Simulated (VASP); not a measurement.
## TePb: single point with PBE

Crystal: TePb.

```
Te Pb
1.0
     0.00000    3.22700    3.22700
     3.22700    0.00000    3.22700
     3.22700    3.22700    0.00000
Te Pb
1 1
Direct
  0.51096 0.50000 0.50000
  0.00000 0.00000 0.00000
```

This cell differs from its parent crystal: all Te atoms moved -0.050 Å, as atom 1 towards its neighbour atom 1 (Te) at 4.564 Å.

```json
{"Program": "VASP 6.6.1", "Task": "single point", "Functional": "PBE", "Potentials or basis": "VASP PAW PBE potentials, release 64 (Te, Pb_d)", "Cutoff": "520 eV", "k mesh": "8 × 8 × 8", "Occupations": "gaussian, width 0.05 eV", "Spin": "no spin polarisation", "Dipole correction": "no", "Further INCAR settings": "ALGO = Normal; EDIFF = 1e-06; NBANDS = 17"}
```

```yaml
Pressure: 2.3 GPa
Largest_force: 0.034 eV/Å
Band_gap_on_the_k_mesh: 0.73 eV, direct
```

Forces in eV/Å, atoms in the order of the input:
```
Te   0.000 -0.024 -0.024
Pb   0.000  0.024  0.024
```

Levels at points of the mesh, in eV from the valence-band top:
```csv
k point,band 6,band 7,band 8,band 9,band 10,band 11,band 12,band 13,band 14,band 15
"(0.00, 0.00, 0.00)",-12.05,-5.58,-1.37,-1.36,-1.36,4.07,4.07,4.08,5.79,5.80
"(0.50, 0.00, 0.00)",-10.61,-8.60,-0.91,-0.90,-0.01,0.74,1.26,1.27,8.38,9.24
"(0.00, 0.50, 0.00)",-10.61,-8.61,-0.91,-0.91,0.00,0.73,1.27,1.27,8.39,9.24
"(0.50, 0.50, 0.00)",-10.36,-7.30,-4.52,-2.82,-2.82,3.27,5.49,5.50,6.73,10.10
"(0.00, 0.50, 0.50)",-10.36,-7.30,-4.53,-2.83,-2.82,3.26,5.49,5.51,6.73,10.10
```

It took 46 s on 1 thread of Intel(R) Xeon(R) Platinum 8559C (Emerald Rapids) (shared host), peak memory 0.27 GiB.

Caveat: the cell differs from its parent crystal (all Te atoms moved -0.050 Å, as atom 1 towards its neighbour atom 1 (Te) at 4.564 Å); spin-orbit coupling is left out, which moves the levels of the heavy elements. A k mesh can miss the band edges.
